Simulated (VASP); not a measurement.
Here is a VASP 6.6.1 calculation.

File INCAR:

```
SYSTEM = AlCo
PREC = Accurate ; ENCUT = 520
EDIFF = 1E-6 ; ISMEAR = 0
SIGMA = 0.1 ; LREAL = .FALSE.
LASPH = .TRUE. ; NELM = 150
ALGO = Normal ; ISIF = 2
LWAVE = .FALSE. ; LCHARG = .FALSE.
ISPIN = 2 ; MAGMOM = -0.01 0.16
LORBIT = 11 ; LMAXMIX = 4
GGA = PE ; NBANDS = 17
```

File KPOINTS:

```
Automatic mesh
0
G
  14 14 14
  0 0 0
```

POSCAR

```
AlCo
1.0
    2.8519024094      0.0000000000      0.0000000000
    0.0000000000      2.8519024094      0.0000000000
    0.0000000000      0.0000000000      2.8519024094
Al Co
1 1
Direct
    0.0000000000      0.0000000000      0.0000000000
    0.5000000000      0.5000000000      0.5000000000
```

Potentials or basis: VASP PAW PBE potentials, release 64 (Al, Co).

Command:

```console
$ cat potpaw_PBE.64/Al/POTCAR potpaw_PBE.64/Co/POTCAR > POTCAR
$ mpirun -np 1 vasp_std > vasp.out
```

Question: Predict the band gap on the k mesh.

Answer: Zero (filled and empty bands overlap).

Question: Estimate the net moment.

Answer: 0.00 μB per cell.

Question: What does it give for the pressure?

Answer: 0.0 GPa.
